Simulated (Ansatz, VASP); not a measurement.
# FePt in VASP and in Ansatz

```
CELL_PARAMETERS angstrom
2.75934 0.00000 0.00000
0.00000 2.75934 0.00000
0.00000 0.00000 3.76895
ATOMIC_POSITIONS crystal
Pt 0.50000 0.50000 0.50000
Fe 0.00000 0.00000 0.00000
```

Alike in both runs: task single point; functional RPBE; dispersion D3(BJ); k mesh 10 × 10 × 7; occupations fermi-dirac, width 0.05 eV; collinear spin.

|  | VASP | Ansatz |
| --- | --- | --- |
| version | VASP 6.6.1 | Ansatz 0.2.0 |
| potentials or method | VASP PAW PBE potentials, release 64 (Pt, Fe) | Ansatz PAW |
| plane-wave cutoff (eV) | 520 | 420 |
| valence electrons in the cell | 18 | 34 |

VASP gave:

```
gap on the k mesh at the Fermi level (eV)                     : none
net moment per atom (μB)                                      : 1.69
size of the moment on the site where the two differ most (μB) : 0.34
```

**Question.** Estimate Ansatz's values.

**Answer.** gap on the k mesh at the Fermi level (eV): none; net moment per atom (μB): 1.69; size of the moment on the site where the two differ most (μB): 0.40.

VASP's potentials were made for PBE, not for RPBE. Site moments also hang on the region over which each program counts them. A gap of «none» marks a metal or a gap that the smearing closes. VASP's potentials hold 18 valence electrons a cell and Ansatz's 34, so a difference there can come from the potentials and not from the codes.

Spin-orbit coupling is off throughout.
